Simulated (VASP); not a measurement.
# Y3GeBr: single point with PBE

Y3GeBr:

```
Y Br Ge
1.0
     3.73408    2.15587    3.16000
    -3.73408    2.15587    3.16000
     0.00000   -4.31175    3.16000
Y Br Ge
3 1 1
Direct
  0.50693 0.99874 0.50693
  0.50693 0.50693 0.99874
  0.99874 0.50693 0.50693
  0.01000 0.01000 0.01000
  0.53943 0.53943 0.53943
```

- Program: VASP 6.6.1
- Task: single point
- Functional: PBE
- Potentials or basis: VASP PAW PBE potentials, release 64 (Y_sv, Br, Ge_d)
- Cutoff: 520 eV
- k mesh: 4 × 4 × 4
- Occupations: fermi-dirac, width 0.1 eV
- Spin: no spin polarisation

* Pressure: 6.2 GPa
* Largest force: 4.504 eV/Å
* Band gap on the k mesh: zero (band 27 reaches 4.26 eV, above the bottom of band 28 at 2.76 eV)

Forces on the atoms (eV/Å):
```
Y   -2.240  1.293  1.497
Y    0.000 -2.587  1.497
Y    2.240  1.293  1.497
Br   0.000  0.000  0.012
Ge   0.000  0.000 -4.504
```

Stress tensor (GPa, compression positive):
```
7.17 0.00 0.00
0.00 7.17 0.00
0.00 0.00 4.18
```

Levels at points of the mesh, in eV from the Fermi level:
| k point | band 23 | band 24 | band 25 | band 26 | band 27 | band 28 | band 29 | band 30 | band 31 | band 32 |
| --- | --- | --- | --- | --- | --- | --- | --- | --- | --- | --- |
| (0.00, 0.00, 0.00) | -2.10 | -1.73 | -1.25 | -1.25 | -0.96 | -0.96 | -0.25 | -0.25 | 0.14 | 1.90 |
| (0.50, 0.00, 0.00) | -3.34 | -1.88 | -1.71 | -0.48 | -0.40 | 0.06 | 0.13 | 0.52 | 0.65 | 1.37 |
| (0.50, 0.50, 0.00) | -3.27 | -3.12 | -2.17 | 0.18 | 0.34 | 0.37 | 0.66 | 0.85 | 0.98 | 1.24 |
| (0.50, 0.50, 0.50) | -3.92 | -3.86 | -3.86 | -0.06 | 0.53 | 0.69 | 0.69 | 0.87 | 0.87 | 1.17 |

Wall time 72 s on 1 thread of Intel(R) Xeon(R) Platinum 8259CL CPU @ 2.50GHz (Skylake/Cascade Lake) (shared host), peak memory 0.29 GiB.

Caveat: forces of over 1 eV/Å act on the atoms, so gaps and moduli don't describe the material at rest.
